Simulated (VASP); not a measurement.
A run of VASP 6.6.1 is set up as follows.

INCAR

```
  ALGO = Normal
  EDIFF = 1E-6
  ENCUT = 520
  GGA = PS
  ISIF = 2
  ISMEAR = 0
  LASPH = True
  LCHARG = False
  LREAL = False
  LWAVE = False
  NBANDS = 11
  NELM = 60
  PREC = Accurate
  SIGMA = 0.01
```

KPOINTS

```
k-points
0
Gamma
  10 10 10
```

Contents of POSCAR:

```
MgO
1.0
    0.0000000000      2.0901831265      2.0901831265
    2.0901831265      0.0000000000      2.0901831265
    2.0901831265      2.0901831265      0.0000000000
Mg O
1 1
Direct
    0.0000000000      0.0000000000      0.0000000000
    0.5000000000      0.5000000000      0.5000000000
```

Potentials or basis: VASP PAW PBE potentials, release 64 (Mg, O).

Launch:

```sh
$ cat potpaw_PBE.64/Mg/POTCAR potpaw_PBE.64/O/POTCAR > POTCAR
$ mpirun -np 1 vasp_std > vasp.out
```

Estimate the pressure.

3.5 GPa.

Estimate the band gap on the k mesh.

4.86 eV, direct.

Caveat: the PAW data sets were made with another functional, which shifts forces and pressure a little. PBEsol gaps usually lie below the measured ones, often by a third to a half.
